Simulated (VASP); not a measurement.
# MgCdSeS2 (Cmmm) in VASP: relaxation of cell and atoms with PBE

Aim: the relaxation of cell and atoms of MgCdSeS2 with PBE.

Everything below comes from runs of VASP 6.6.1. Logs are shortened: lines on timing, memory, paths and dates and some standing lists are left out, and cuts for length are marked.

### 1 The cell of the first run

Symmetry: Cmmm, No. 65, orthorhombic system. Conventional cell: a = 6.789 Å, b = 7.979 Å, c = 5.149 Å, α = 90.00°, β = 90.00°, γ = 90.00°. Mg (site symmetry mmm) has 4 Cd at 3.39 to 3.99 Å and 12 S at 3.55 to 4.53 Å and 8 Se at 4.26 to 4.75 Å within 4.8 Å. Cd (site symmetry mmm) has 2 Se at 2.57 Å and 4 S at 3.00 Å and 2 Mg at 3.39 Å within 3.4 Å. Within 2.1 Å of Se (site symmetry mmm) lie 2 S at 1.55 Å. S (site symmetry m2m) has 1 Se at 1.55 Å within 2.1 Å.

The cell was generated, and may not be a known phase.

### 2 Relaxation of cell and atoms, PBE

INCAR

```
PREC     = Accurate       # precision mode
ENCUT    = 600            # plane-wave cutoff, eV
EDIFF    = 1E-7           # SCF threshold, eV
ISMEAR   = 0              # smearing method
SIGMA    = 0.1            # smearing width, eV
LREAL    = F              # projectors in reciprocal space
LASPH    = T              # aspherical terms in the spheres
NELM     = 80             # most SCF steps
ALGO     = Normal         # electronic algorithm
ISIF     = 3              # what is computed and relaxed
LWAVE    = F              # write WAVECAR
LCHARG   = F              # write CHGCAR
GGA      = PE             # functional
IBRION   = 2              # ionic algorithm
NSW      = 90             # ionic steps
EDIFFG   = -0.04          # ionic threshold
```

KPOINTS

```
Automatic mesh
0
Gamma
  4 4 4
```

POSCAR

```
MgCdSeS2
1.0
    3.3944229300     -3.9896739700      0.0000000000
    3.3944229300      3.9896739700      0.0000000000
    0.0000000000      0.0000000000      5.1491745600
Mg Cd Se S
1 1 1 2
Direct
    0.0000000000      0.0000000000      0.0000000000
    0.5000000000      0.5000000000      0.0000000000
    0.5000000000      0.5000000000      0.5000000000
    0.6938579600      0.3061420400      0.5000000000
    0.3061420400      0.6938579600      0.5000000000
```

Potentials or basis: VASP PAW PBE potentials, release 64 (Mg, Cd, Se, S).

The run is started by

```sh
cat potpaw_PBE.64/Mg/POTCAR potpaw_PBE.64/Cd/POTCAR potpaw_PBE.64/Se/POTCAR potpaw_PBE.64/S/POTCAR > POTCAR
mpirun -np 1 vasp_std > vasp.out
```

OUTCAR:

```text
PREC = Accurate
   ENCUT = 600
   EDIFF = 1E-7
   ISMEAR = 0
   LREAL = F
   LASPH = T
   NELM = 80
   ISIF = 3
   GGA = PE
   IBRION = 2
   NSW = 90
   EDIFFG = -0.04

 ion  position               nearest neighbor table
   1  0.000  0.000  0.000-   2 3.39   2 3.39
   2  0.500  0.500  0.000-   3 2.57   3 2.57   5 3.00   4 3.00   4 3.00   5 3.00   1 3.39   1 3.39

   3  0.500  0.500  0.500-   4 1.55   5 1.55   2 2.57   2 2.57
   4  0.694  0.306  0.500-   3 1.55   2 3.00   2 3.00
   5  0.306  0.694  0.500-   3 1.55   2 3.00   2 3.00

  LATTYP: Found a base centered orthorhombic cell.
 ALAT       =     6.7888458600
 B/A-ratio  =     1.1753614833
 C/A-ratio  =     0.7584756918

  Lattice vectors:

 A1 = (   3.3944229300,  -3.9896739700,   0.0000000000)
 A2 = (   3.3944229300,   3.9896739700,   0.0000000000)
 A3 = (   0.0000000000,   0.0000000000,   5.1491745600)

Analysis of symmetry for initial positions (statically):
=====================================================================
 Subroutine PRICEL returns:
 Original cell was already a primitive cell.

 Routine SETGRP: Setting up the symmetry group for a
 base centered orthorhombic supercell.

 Subroutine GETGRP returns: Found  8 space group operations
 (whereof  8 operations were pure point group operations)
 out of a pool of  8 trial point group operations.

The static configuration has the point symmetry D_2h.

Analysis of symmetry for dynamics (positions and initial velocities):
=====================================================================
 Subroutine PRICEL returns:
 Original cell was already a primitive cell.

 Routine SETGRP: Setting up the symmetry group for a
 base centered orthorhombic supercell.

 Subroutine GETGRP returns: Found  8 space group operations
 (whereof  8 operations were pure point group operations)
 out of a pool of  8 trial point group operations.

The dynamic configuration has the point symmetry D_2h.

 Subroutine INISYM returns: Found  8 space group operations
 (whereof  8 operations are pure point group operations),
 and found     1 'primitive' translations

----------------------------------------------------------------------------------------

                                     Primitive cell

  volume of cell :     139.4668

  direct lattice vectors                    reciprocal lattice vectors
     3.394422930 -3.989673970  0.000000000     0.147300443 -0.125323524  0.000000000
     3.394422930  3.989673970  0.000000000     0.147300443  0.125323524  0.000000000
     0.000000000  0.000000000  5.149174560     0.000000000  0.000000000  0.194205885

[... 103 lines left out ...]
   IMIX   =      4    mixing-type and parameters
     AMIX     =   0.40;   BMIX     =  1.00
     AMIX_MAG =   1.60;   BMIX_MAG =  1.00
  volume/ion in A,a.u.               =      27.89       188.23
  Fermi-wavevector in a.u.,A,eV,Ry     =   1.002231  1.893942 13.666603  1.004467
  Thomas-Fermi vector in A             =   2.134705
   LORBIT       =      0    0 simple, 1 ext, 2 COOP (PROOUT), +10 PAW based schemes
   GGA     = PE    functional components
   LHFCALC =     F    Hartree Fock is set to
   AEXX    =    0.0000 exact exchange contribution
   IVDW    =     0    specifies the selected vdW correction
   LEPSILON=     F    determine dielectric tensor
   LRPA    =     F    only Hartree local field effects (RPA)
 conjugate gradient relaxation of ions
 non-spin polarized calculation
 Gauss-broadening in eV      SIGMA  =   0.10
  energy-cutoff  :      600.00
  volume of cell :      139.47
 maximum number of plane-waves:      4679
 NGX is ok and might be reduce to    42
   NGX = 21   NGY = 21   NGZ = 21

--------------------------------------- Ionic step        1  -------------------------------------------

 number of electron      32.0000006 magnetization

 Free energy of the ion-electron system (eV)
  ---------------------------------------------------
  ext. energy  EPLUGINS =         0.00000000
  ---------------------------------------------------
  free energy    TOTEN  =         8.08401731 eV

  energy without entropy =        8.11663481  energy(sigma->0) =        8.10032606

------------------------ aborting loop because EDIFF is reached ----------------------------------------

  FORCE on cell =-STRESS in cart. coord.  units (eV):
  Direction    XX          YY          ZZ          XY          YZ          ZX
  --------------------------------------------------------------------------------------
  -------------------------------------------------------------------------------------
  Total       -2.9515441    138.1196509     13.6333183      0.0000000      0.0000000      0.0000000
  in kB      -33.9069628   1586.7009581    156.6178241      0.0000000      0.0000000      0.0000000
  external PRESSURE =     569.8039398 kB  Pullay stress =       0.0000000 kB
[... 98 lines left out ...]
  FREE ENERGIE OF THE ION-ELECTRON SYSTEM (eV)
  ---------------------------------------------------
  free  energy   TOTEN  =       -11.8292363792 eV

  energy  without entropy=      -11.8078697713  energy(sigma->0) =      -11.81855308

 E-fermi :   0.1256     XC(G=0):  -6.6569

 val. band max:        0.0942650153   @ k =   0.2500   0.2500   0.0000
 cond. band min:       0.1534927943   @ k =   0.2500   0.2500   0.0000
 fundamental gap:      0.0592277790
 Fermi energy:         0.1255980939

 k-point     1 :       0.0000    0.0000    0.0000
  band No.  band energies     occupation
      1     -14.7704      2.00000
      2     -13.1128      2.00000
      3     -10.4155      2.00000
      4      -9.0726      2.00000
      5      -9.0029      2.00000
      6      -8.9740      2.00000
[... 472 lines left out ...]
     19       2.6348      0.00000
     20       3.2121      0.00000

[... ionic steps 4 to 59 ...]

--------------------------------------- Ionic step       60  -------------------------------------------

 number of electron      32.0000019 magnetization

------------------------ aborting loop because EDIFF is reached ----------------------------------------
[... 73 lines left out ...]
--------------------------------------- Ionic step       62  -------------------------------------------

 number of electron      32.0000012 magnetization

 Free energy of the ion-electron system (eV)
  ---------------------------------------------------
  ext. energy  EPLUGINS =         0.00000000
  ---------------------------------------------------
  free energy    TOTEN  =       -13.85052730 eV

  energy without entropy =      -13.83228497  energy(sigma->0) =      -13.84140613

 E-fermi :  -0.5511     XC(G=0):  -6.4252

 val. band max:       -0.5605903599   @ k =   0.2500  -0.0000   0.0000
 cond. band min:      -0.5270480702   @ k =  -0.2500   0.2500   0.0000
 fundamental gap:      0.0335422897
 Fermi energy:        -0.5511137659

 k-point     1 :       0.0000    0.0000    0.0000
  band No.  band energies     occupation
      1     -14.4188      2.00000
      2     -13.7926      2.00000
      3     -10.9194      2.00000
      4      -9.5316      2.00000
      5      -9.5239      2.00000
      6      -9.3355      2.00000
[... 504 lines left out ...]
  FREE ENERGIE OF THE ION-ELECTRON SYSTEM (eV)
  ---------------------------------------------------
  free  energy   TOTEN  =       -13.8505273003 eV

  energy  without entropy=      -13.8322849692  energy(sigma->0) =      -13.84140613

 reached required accuracy - stopping structural energy minimisation
```

It took 28 min on 1 thread of Intel Xeon 6975P-C (Granite Rapids), shared host; peak memory 0.33 GiB.

What came out:

| Quantity | Value |
| --- | --- |
| Free energy | -13.8505 eV |
| Relaxed volume | 41.54 Å³/atom |
| Relaxed cell | a = 6.698 Å, b = 6.698 Å, c = 4.630 Å, α = 90.00°, β = 90.00°, γ = 91.19° |
| Space group after relaxing (to 0.1 Å) | Cmmm (No. 65) |
| Pressure after relaxing | 0.0 GPa |
| Largest force after relaxing | 0.004 eV/Å |
| Band gap on the k mesh | zero (bands 16 and 17 overlap by 0.11 eV) |

Forces on the atoms (eV/Å):
```
Mg   0.000  0.000  0.000
Cd   0.000  0.000  0.000
Se   0.000  0.000  0.000
S    0.000 -0.004  0.000
S    0.000  0.004  0.000
```

Stress tensor (GPa, compression positive):
```
 0.15  0.00  0.00
 0.00 -0.13  0.00
 0.00  0.00  0.02
```

Final structure:
```yaml
crystal:
  lattice:
    - [4.68714, -4.78539, 0.00000]
    - [4.68714, 4.78539, 0.00000]
    - [0.00000, 0.00000, 4.62969]
  atoms:
    - { symbol: Mg, position: [0.00000, 0.00000, 0.00000] }
    - { symbol: Cd, position: [0.50000, 0.50000, 0.00000] }
    - { symbol: Se, position: [0.50000, 0.50000, 0.50000] }
    - { symbol: S, position: [0.88385, 0.11615, 0.50000] }
    - { symbol: S, position: [0.11615, 0.88385, 0.50000] }
```

Caveat: the volume moved by over 15 % at a fixed basis, so the end points are rough; semilocal functionals underestimate gaps, and a narrow one can read as zero.

The gap in the log of VASP goes by the Fermi energy; the results here count the filled bands.